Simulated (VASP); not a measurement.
# Co (Pm-3m) in VASP: notebook

Runs on Co. Level: LDA. Tasks: single point.

Everything below comes from runs of VASP 6.6.1. Logs are shortened: lines on timing, memory, paths and dates and some standing lists are left out, and cuts for length are marked.

## Step 1: The cell of the first run

The structure is cubic, space group Pm-3m (No. 221). The conventional cell has a = 2.342 Å, b = 2.342 Å, c = 2.342 Å, α = 90.00°, β = 90.00°, γ = 90.00°. Co (site symmetry m-3m) has 6 Co at 2.34 Å within 3.1 Å.

This isn't the form of Co at room conditions, which is hcp.

## Step 2: Single point, LDA, collinear spin, ferromagnetic start (12.84 Å³/atom)

Input file INCAR:

```
  PREC = Accurate
  ENCUT = 690
  EDIFF = 1E-6
  ISMEAR = -1
  SIGMA = 0.05
  LREAL = F
  LASPH = T
  NELM = 200
  ALGO = Normal
  ISIF = 2
  LWAVE = F
  LCHARG = F
  ISPIN = 2
  MAGMOM = 1.546
  LORBIT = 11
  LMAXMIX = 4
  GGA = CA
  NBANDS = 18
  GGA_COMPAT = F
```

Input file KPOINTS:

```
Automatic mesh
0
Gamma
  16 16 16
```

Input file POSCAR:

```
Co
1.0
    2.3418951886      0.0000000000      0.0000000000
    0.0000000000      2.3418951886      0.0000000000
    0.0000000000      0.0000000000      2.3418951886
Co
1
Direct
    0.0000000000      0.0000000000      0.0000000000
```

Potentials or basis: VASP PAW LDA potentials, release 64 (Co_sv).

The run is started by

```console
cat potpaw_LDA.64/Co_sv/POTCAR > POTCAR
mpirun -np 1 vasp_std > vasp.out
```

OUTCAR:

```text
PREC = Accurate
   ENCUT = 690
   EDIFF = 1E-6
   ISMEAR = -1
   LREAL = F
   LASPH = T
   NELM = 200
   ISIF = 2
   ISPIN = 2
   LORBIT = 11
   GGA = CA

 ion  position               nearest neighbor table
   1  0.000  0.000  0.000-

  LATTYP: Found a simple cubic cell.
 ALAT       =     2.3418951886

  Lattice vectors:

 A1 = (   2.3418951886,   0.0000000000,   0.0000000000)
 A2 = (   0.0000000000,   2.3418951886,   0.0000000000)
 A3 = (   0.0000000000,   0.0000000000,   2.3418951886)

Analysis of symmetry for initial positions (statically):
=====================================================================
 Subroutine PRICEL returns:
 Original cell was already a primitive cell.

 Routine SETGRP: Setting up the symmetry group for a
 simple cubic supercell.

 Subroutine GETGRP returns: Found 48 space group operations
 (whereof 48 operations were pure point group operations)
 out of a pool of 48 trial point group operations.

The static configuration has the point symmetry O_h .

Analysis of symmetry for dynamics (positions and initial velocities):
=====================================================================
 Subroutine PRICEL returns:
 Original cell was already a primitive cell.

 Routine SETGRP: Setting up the symmetry group for a
 simple cubic supercell.

 Subroutine GETGRP returns: Found 48 space group operations
 (whereof 48 operations were pure point group operations)
 out of a pool of 48 trial point group operations.

The dynamic configuration has the point symmetry O_h .

Analysis of structural, dynamic, and magnetic symmetry:
=====================================================================
 Subroutine PRICEL returns:
 Original cell was already a primitive cell.

 Routine SETGRP: Setting up the symmetry group for a
 simple cubic supercell.

 Subroutine GETGRP returns: Found 48 space group operations
 (whereof 48 operations were pure point group operations)
 out of a pool of 48 trial point group operations.

The overall configuration has the point symmetry O_h .

 Subroutine INISYM returns: Found 48 space group operations
 (whereof 48 operations are pure point group operations),
 and found     1 'primitive' translations

----------------------------------------------------------------------------------------

                                     Primitive cell

  volume of cell :      12.8441

  direct lattice vectors                    reciprocal lattice vectors
     2.341895189  0.000000000  0.000000000     0.427004592  0.000000000  0.000000000
     0.000000000  2.341895189  0.000000000     0.000000000  0.427004592  0.000000000
     0.000000000  0.000000000  2.341895189     0.000000000  0.000000000  0.427004592

  length of vectors
     2.341895189  2.341895189  2.341895189     0.427004592  0.427004592  0.427004592

  position of ions in fractional coordinates (direct lattice)
     0.000000000  0.000000000  0.000000000

  ion indices of the primitive-cell ions
   primitive index   ion index
                 1           1

----------------------------------------------------------------------------------------

 KPOINTS: Automatic mesh

Automatic generation of k-mesh.
 Grid dimensions read from file:
 generate k-points for:   16   16   16

 Generating k-lattice:

  Cartesian coordinates                     Fractional coordinates (reciprocal lattice)
     0.026687787  0.000000000  0.000000000     0.062500000  0.000000000  0.000000000
     0.000000000  0.026687787  0.000000000     0.000000000  0.062500000  0.000000000
     0.000000000  0.000000000  0.026687787     0.000000000  0.000000000  0.062500000

  Length of vectors
     0.026687787  0.026687787  0.026687787

  Shift w.r.t. Gamma in fractional coordinates (k-lattice)
     0.000000000  0.000000000  0.000000000

 Subroutine IBZKPT returns following result:
 ===========================================

 Found    165 irreducible k-points:

 Following reciprocal coordinates:
            Coordinates               Weight
  0.000000  0.000000  0.000000      1.000000
  0.062500  0.000000  0.000000      6.000000
  0.125000  0.000000  0.000000      6.000000
  0.187500  0.000000  0.000000      6.000000
  0.250000  0.000000  0.000000      6.000000
  0.312500  0.000000  0.000000      6.000000
[... 16 lines left out ...]
  0.437500  0.125000  0.000000     24.000000
  0.500000  0.125000  0.000000     12.000000
 [... further k-points ...]
   k-points           NKPTS =    165   k-points in BZ     NKDIM =    165   number of bands    NBANDS=     18
   number of dos      NEDOS =    301   number of ions     NIONS =      1
   total plane-waves  NPLWV =   8000
   dimension x,y,z NGX =    20 NGY =   20 NGZ =   20
   dimension x,y,z NGXF=    40 NGYF=   40 NGZF=   40
   ions per type =               1
   NGX,Y,Z   is equivalent  to a cutoff of  14.20, 14.20, 14.20 a.u.
   NGXF,Y,Z  is equivalent  to a cutoff of  28.40, 28.40, 28.40 a.u.
 SYSTEM =  unknown system
   PREC   = accura    normal or accurate (medium, high low for compatibility)
   ISTART =      0    job   : 0-new  1-cont  2-samecut
   ICHARG =      2    charge: 1-file 2-atom 10-const
   ISPIN  =      2    spin polarized calculation?
   LNONCOLLINEAR =      F non collinear calculations
   LSORBIT =      F    spin-orbit coupling
   LASPH  =      T    aspherical Exc in radial PAW
   ENCUT  =  690.0 eV  50.71 Ry    7.12 a.u.   5.02  5.02  5.02*2*pi/ulx,y,z
   NELM   =    200;   NELMIN=  2; NELMDL= -5     # of ELM steps
   EDIFF  = 0.1E-05   stopping-criterion for ELM
   LREAL  =      F    real-space projection
   EDIFFG = 0.1E-04   stopping-criterion for IOM
   NSW    =      0    number of steps for IOM
   IBRION =     -1    ionic relax: 0-MD 1-quasi-New 2-CG
   NFREE  =      0    steps in history (QN), initial steepest desc. (CG)
   ISIF   =      2    stress and relaxation
   ISYM   =      2    0-nonsym 1-usesym 2-fastsym
   POTIM  = 0.5000    time-step for ionic-motion
   TEBEG  =    0.0;   TEEND  =   0.0 temperature during run
   PSTRESS=    0.0 pullay stress
   NELECT =      17.0000    total number of electrons
   NUPDOWN=      -1.0000    fix difference up-down
   EMIN   =  10.00;   EMAX   =-10.00  energy-range for DOS
   EFERMI =   0.00;   METHOD = LEGACY
   ISMEAR =    -1;   SIGMA  =   0.05  broadening in eV -4-tet -1-fermi 0-gaus
   EFERMI_NEDOS =   21; number of points for ismear=-14 and -15
   IALGO  =     38    algorithm
   IMIX   =      4    mixing-type and parameters
     AMIX     =   0.40;   BMIX     =  1.00
     AMIX_MAG =   1.60;   BMIX_MAG =  1.00
  volume/ion in A,a.u.               =      12.84        86.68
  Fermi-wavevector in a.u.,A,eV,Ry     =   1.797451  3.396690 43.958103  3.230829
  Thomas-Fermi vector in A             =   2.858791
   LORBIT       =     11    0 simple, 1 ext, 2 COOP (PROOUT), +10 PAW based schemes
   GGA     = CA    functional components
   LHFCALC =     F    Hartree Fock is set to
   AEXX    =    0.0000 exact exchange contribution
   IVDW    =     0    specifies the selected vdW correction
   LEPSILON=     F    determine dielectric tensor
   LRPA    =     F    only Hartree local field effects (RPA)
 spin polarized calculation
  energy-cutoff  :      690.00
  volume of cell :       12.84
 maximum number of plane-waves:       552
   NGX = 11   NGY = 11   NGZ = 11

 number of electron      16.9999950 magnetization       1.7242261

 Free energy of the ion-electron system (eV)
  ---------------------------------------------------
  ext. energy  EPLUGINS =         0.00000000
  ---------------------------------------------------
  free energy    TOTEN  =        -7.22658946 eV

  energy without entropy =       -7.21209579  energy(sigma->0) =       -7.21934263

 E-fermi :   9.2689     XC(G=0): -13.1653

 val. band max:        9.2685889579   @ k =   0.5000   0.4375   0.0000
 cond. band min:       9.2700459429   @ k =   0.4375   0.2500   0.0000
 fundamental gap:      0.0014569850
 Fermi energy:         9.2688501922

 spin component 1

 k-point     1 :       0.0000    0.0000    0.0000
  band No.  band energies     occupation
      1     -85.7065      1.00000
      2     -49.3472      1.00000
      3     -49.3472      1.00000
      4     -49.3472      1.00000
      5       1.1166      1.00000
      6       5.1249      1.00000
[... 10 lines left out ...]
     17      49.0071      0.00000
     18      49.0071      0.00000

 k-point     2 :       0.0625    0.0000    0.0000
  band No.  band energies     occupation
      1     -85.7049      1.00000
      2     -49.3594      1.00000
      3     -49.3461      1.00000
      4     -49.3461      1.00000
      5       1.2317      1.00000
      6       5.1416      1.00000
[... 10 lines left out ...]
     17      47.9037      0.00000
     18      48.7102      0.00000
[... 442 lines left out ...]
 k-point    24 :       0.5000    0.1250    0.0000
  band No.  band energies     occupation
      1     -85.6594      1.00000
      2     -49.6665      1.00000
      3     -49.3665      1.00000
      4     -49.3161      1.00000
      5       5.2728      1.00000
      6       5.8520      1.00000
[... 10 lines left out ...]
     17      39.9951      0.00000
     18      42.2202      0.00000

 [... further k-points ...]

 spin component 2

 k-point     1 :       0.0000    0.0000    0.0000
  band No.  band energies     occupation
      1     -83.7949      1.00000
      2     -47.4864      1.00000
      3     -47.4864      1.00000
      4     -47.4864      1.00000
      5       1.3745      1.00000
      6       6.3587      1.00000
[... 10 lines left out ...]
     17      49.2692      0.00000
     18      49.2692      0.00000

 k-point     2 :       0.0625    0.0000    0.0000
  band No.  band energies     occupation
      1     -83.7932      1.00000
      2     -47.4995      1.00000
      3     -47.4852      1.00000
      4     -47.4852      1.00000
      5       1.4901      1.00000
      6       6.3776      1.00000
[... 10 lines left out ...]
     17      48.1926      0.00000
     18      48.9942      0.00000
[... 442 lines left out ...]
 k-point    24 :       0.5000    0.1250    0.0000
  band No.  band energies     occupation
      1     -83.7450      1.00000
      2     -47.8281      1.00000
      3     -47.5069      1.00000
      4     -47.4530      1.00000
      5       6.1447      1.00000
      6       7.1235      1.00000
[... 10 lines left out ...]
     17      40.5344      0.00000
     18      42.5053      0.00000

 [... further k-points ...]

------------------------ aborting loop because EDIFF is reached ----------------------------------------

  FORCE on cell =-STRESS in cart. coord.  units (eV):
  Direction    XX          YY          ZZ          XY          YZ          ZX
  --------------------------------------------------------------------------------------
  -------------------------------------------------------------------------------------
  Total       -1.3588771     -1.3588771     -1.3588771      0.0000000      0.0000000     -0.0000000
  in kB     -169.5072979   -169.5072979   -169.5072979      0.0000000      0.0000000     -0.0000000
  external PRESSURE =    -169.5072979 kB  Pullay stress =       0.0000000 kB

 VOLUME and BASIS-vectors are now :
 -----------------------------------------------------------------------------
  energy-cutoff  :      690.00
  volume of cell :       12.84
      direct lattice vectors                 reciprocal lattice vectors
     2.341895189  0.000000000  0.000000000     0.427004592  0.000000000  0.000000000
     0.000000000  2.341895189  0.000000000     0.000000000  0.427004592  0.000000000
     0.000000000  0.000000000  2.341895189     0.000000000  0.000000000  0.427004592

 POSITION                                       TOTAL-FORCE (eV/Angst)
 -----------------------------------------------------------------------------------
      0.00000      0.00000      0.00000         0.000000      0.000000      0.000000
 -----------------------------------------------------------------------------------
    total drift:                                0.000000      0.000000      0.000000

  FREE ENERGIE OF THE ION-ELECTRON SYSTEM (eV)
  ---------------------------------------------------
  free  energy   TOTEN  =        -7.2265894632 eV

  energy  without entropy=       -7.2120957944  energy(sigma->0) =       -7.21934263

 total charge

# of ion       s       p       d       tot
------------------------------------------
    1        2.255   6.081   6.742  15.077

 magnetization (x)

# of ion       s       p       d       tot
------------------------------------------
    1        0.006   0.003   1.690   1.699
```

It took 31 s on 1 thread of Intel Xeon 6975P-C (Granite Rapids), shared host; peak memory 0.18 GiB.

Results:

```
Free energy                                           : -7.2266 eV
Pressure                                              : -17.0 GPa
Net moment                                            : 1.72 μB per cell
Site moments                                          : Co +1.70 μB
Valence electrons inside the program's atomic spheres : Co 15.08
```

Caveat: the cell stands under tension.

## Step 3: Single point, LDA, collinear spin, ferromagnetic start (10.55 Å³/atom)

This run uses another cell than the first one, of 10.55 Å³/atom.

Input file INCAR:

```
SYSTEM = Co
PREC = Accurate
ENCUT = 690
EDIFF = 1E-6
ISMEAR = -1
SIGMA = 0.05
LREAL = .False.
LASPH = .True.
NELM = 200
ALGO = Normal
ISIF = 2
LWAVE = .False.
LCHARG = .False.
ISPIN = 2
MAGMOM = 1.546
LORBIT = 11
LMAXMIX = 4
NBANDS = 18
GGA_COMPAT = .False.
```

Input file KPOINTS:

```
Automatic mesh
0
Gamma
  16 16 16
  0 0 0
```

Input file POSCAR:

```
Co
1.0
    2.1932630524      0.0000000000      0.0000000000
    0.0000000000      2.1932630524      0.0000000000
    0.0000000000      0.0000000000      2.1932630524
Co
1
Direct
    0.0000000000      0.0000000000      0.0000000000
```

Potentials or basis: VASP PAW LDA potentials, release 64 (Co_sv).

The run is started by

```console
cat potpaw_LDA.64/Co_sv/POTCAR > POTCAR
mpirun -np 1 vasp_std > vasp.out
```

OUTCAR:

```text
SYSTEM = Co
   PREC = Accurate
   ENCUT = 690
   EDIFF = 1E-6
   ISMEAR = -1
   LREAL = .False.
   LASPH = .True.
   NELM = 200
   ISIF = 2
   ISPIN = 2
   LORBIT = 11

 ion  position               nearest neighbor table
   1  0.000  0.000  0.000-

  LATTYP: Found a simple cubic cell.
 ALAT       =     2.1932630524

  Lattice vectors:

 A1 = (   2.1932630524,   0.0000000000,   0.0000000000)
 A2 = (   0.0000000000,   2.1932630524,   0.0000000000)
 A3 = (   0.0000000000,   0.0000000000,   2.1932630524)

Analysis of symmetry for initial positions (statically):
[... 1213 lines left out ...]
  -------------------------------------------------------------------------------------
  Total        1.1954935      1.1954935      1.1954935     -0.0000000     -0.0000000      0.0000000
  in kB      181.5455663    181.5455663    181.5455663     -0.0000000     -0.0000000      0.0000000
  external PRESSURE =     181.5455663 kB  Pullay stress =       0.0000000 kB

 VOLUME and BASIS-vectors are now :
 -----------------------------------------------------------------------------
  energy-cutoff  :      690.00
  volume of cell :       10.55
      direct lattice vectors                 reciprocal lattice vectors
     2.193263052  0.000000000  0.000000000     0.455941661  0.000000000  0.000000000
     0.000000000  2.193263052  0.000000000     0.000000000  0.455941661  0.000000000
     0.000000000  0.000000000  2.193263052     0.000000000  0.000000000  0.455941661

 POSITION                                       TOTAL-FORCE (eV/Angst)
 -----------------------------------------------------------------------------------
      0.00000      0.00000      0.00000         0.000000      0.000000      0.000000
 -----------------------------------------------------------------------------------
    total drift:                               -0.000000      0.000000      0.000000

  FREE ENERGIE OF THE ION-ELECTRON SYSTEM (eV)
  ---------------------------------------------------
  free  energy   TOTEN  =        -7.2541939240 eV

  energy  without entropy=       -7.2438909159  energy(sigma->0) =       -7.24904242

 total charge

# of ion       s       p       d       tot
------------------------------------------
    1        2.290   6.121   6.831  15.242

 magnetization (x)

# of ion       s       p       d       tot
------------------------------------------
    1        0.006   0.004   1.351   1.360
```

OSZICAR:

```text
N       E                     dE             d eps       ncg     rms          rms(c)
DAV:   1     0.185978544085E+03    0.18598E+03   -0.98377E+03 14200   0.344E+03
DAV:   2    -0.106568472213E+01   -0.18704E+03   -0.17452E+03 16974   0.654E+02
DAV:   3    -0.803943553597E+01   -0.69738E+01   -0.68385E+01 16440   0.132E+02
DAV:   4    -0.812314440758E+01   -0.83709E-01   -0.83668E-01 16076   0.110E+01
DAV:   5    -0.812520148476E+01   -0.20571E-02   -0.20569E-02 15230   0.150E+00    0.113E+01
DAV:   6    -0.749799679098E+01    0.62720E+00   -0.25575E+00 13332   0.687E+01    0.753E+00
DAV:   7    -0.726300690566E+01    0.23499E+00   -0.50288E-01 13856   0.290E+01    0.288E+00
DAV:   8    -0.725739794979E+01    0.56090E-02   -0.87578E-03 15064   0.200E+00    0.144E+00
DAV:   9    -0.725418667640E+01    0.32113E-02   -0.16722E-03 17390   0.131E+00    0.338E-01
DAV:  10    -0.725416687563E+01    0.19801E-04   -0.19248E-04 16280   0.378E-01    0.117E-01
DAV:  11    -0.725419115725E+01   -0.24282E-04   -0.15332E-05 17274   0.106E-01    0.261E-02
DAV:  12    -0.725419379327E+01   -0.26360E-05   -0.13239E-06 11044   0.249E-02    0.110E-02
DAV:  13    -0.725419392395E+01   -0.13068E-06   -0.37930E-07  8164   0.200E-02
   1 F= -.72541939E+01 E0= -.72490424E+01  d E =-.103030E-01  mag=     1.3790
```

stdout:

```text
POSCAR found type information on POSCAR Co
 POSCAR found :  1 types and       1 ions
 scaLAPACK will be used
 LDA part: xc-table for (Slater(with rela. corr.)+CA(PZ))
 , standard interpolation
 POSCAR, INCAR and KPOINTS ok, starting setup
 FFT: planning ... GRIDC
 FFT: planning ... GRID_SOFT
 FFT: planning ... GRID
 WAVECAR not read
 entering main loop
```

Wall time 30 s (1 thread of Intel Xeon 6975P-C (Granite Rapids), shared host); peak memory 0.18 GiB.

What came out:

- Free energy: -7.2542 eV
- Pressure: 18.2 GPa
- Net moment: 1.38 μB per cell
- Site moments: Co +1.36 μB
- Valence electrons inside the program's atomic spheres: Co 15.24

Levels at points of the mesh, in eV from the Fermi level:
Spin up:
```tsv
k point	band 7	band 8	band 9	band 10	band 11	band 12
(0.00, 0.00, 0.00)	-4.88	-0.29	-0.29	-0.29	21.36	21.36
(0.50, 0.00, 0.00)	-1.84	-1.84	-1.68	-0.15	5.09	25.17
(0.50, 0.50, 0.00)	-1.52	-1.52	0.95	5.69	5.69	12.49
(0.50, 0.50, 0.50)	-4.60	1.03	1.03	13.65	13.72	13.72
```
Spin down:
```tsv
k point	band 4	band 5	band 6	band 7	band 8	band 9	band 10	band 11	band 12	band 13
(0.00, 0.00, 0.00)	-56.96	-9.01	-3.93	-3.93	1.27	1.27	1.27	21.68	21.68	21.68
(0.50, 0.00, 0.00)	-56.91	-4.19	-3.25	-1.48	-0.41	-0.41	1.42	5.98	25.27	29.03
(0.50, 0.50, 0.00)	-56.85	-4.96	-2.67	-0.06	-0.06	2.20	5.97	5.97	13.18	15.13
(0.50, 0.50, 0.50)	-57.45	-3.46	-3.46	-3.46	2.29	2.29	13.67	14.12	14.12	14.12
```

Caveat: the cell stands under pressure.
